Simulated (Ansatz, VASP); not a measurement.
## Pb in VASP and in Ansatz

INCAR

```
PREC = Accurate ; ENCUT = 520
EDIFF = 1E-7 ; ISMEAR = -1
SIGMA = 0.08 ; LREAL = F
LASPH = T ; NELM = 60
ALGO = Normal ; ISIF = 2
LWAVE = F ; LCHARG = T
GGA = PS ; LELF = T
LVHAR = T ; NBANDS = 21
```

KPOINTS

```
Automatic mesh
0
Gamma
  14 14 8
```

POSCAR

```
Pb
1.0
    3.4800006906      0.0000000000      0.0000000000
   -1.7400003453      3.0137690032      0.0000000000
    0.0000000000      0.0000000000      5.5341000000
Pb
2
Direct
    0.3333333333      0.6666666667      0.2500000000
    0.6666666667      0.3333333333      0.7500000000
```

Input for Ansatz:

```yaml
crystal:
  lattice:
    - [3.4800006906, 0.0, 0.0]
    - [-1.7400003453, 3.0137690032, 0.0]
    - [0.0, 0.0, 5.5341]
  atoms:
    - { symbol: Pb, position: [0.3333333333, 0.6666666667, 0.25] }
    - { symbol: Pb, position: [0.6666666667, 0.3333333333, 0.75] }
kpoints:
  mp_grid: { grid: [14, 14, 8] }
  band_path:
    path:
      - [0.0, 0.0, 0.0]
      - [0.5, 0.0, 0.0]
      - [0.3333333333, 0.3333333333, 0.0]
      - [0.0, 0.0, 0.0]
      - [0.0, 0.0, 0.5]
      - [0.5, 0.0, 0.5]
      - [0.3333333333, 0.3333333333, 0.5]
      - [0.0, 0.0, 0.5]
      - [0.5, 0.0, 0.5]
    npoints: 5
scf:
  occupations: { method: fermi_dirac, width: 0.08 }
hamiltonian:
  xc: pbesol
  pseudopotentials: { kind: all_electron, lapw: { basis_error: 0.0005 } }
output:
  forces: true
  stress: true
  eigenvalues: true
```

Change from the starting cell: zz strain of -1 %.

Alike in both runs: task single point; functional PBEsol; k mesh 14 × 14 × 8; occupations fermi-dirac, width 0.08 eV; no spin polarisation.

```csv
,VASP,Ansatz
version,VASP 6.6.1,Ansatz 0.2.0
potentials or method,"VASP PAW PBE potentials, release 64 (Pb_d), cutoff 520 eV","all-electron LAPW, scalar-relativistic"
```

```tsv
	VASP	Ansatz	Ansatz less VASP
pressure (GPa)	1.5	1.6	+0.09
traceless stress, the component that is largest in VASP (GPa)	1.60	1.61	+0.006
```

VASP's potentials were made for PBE, not for PBEsol. Ansatz ran all-electron here, and VASP with PAW potentials.

Spin-orbit coupling is off throughout.
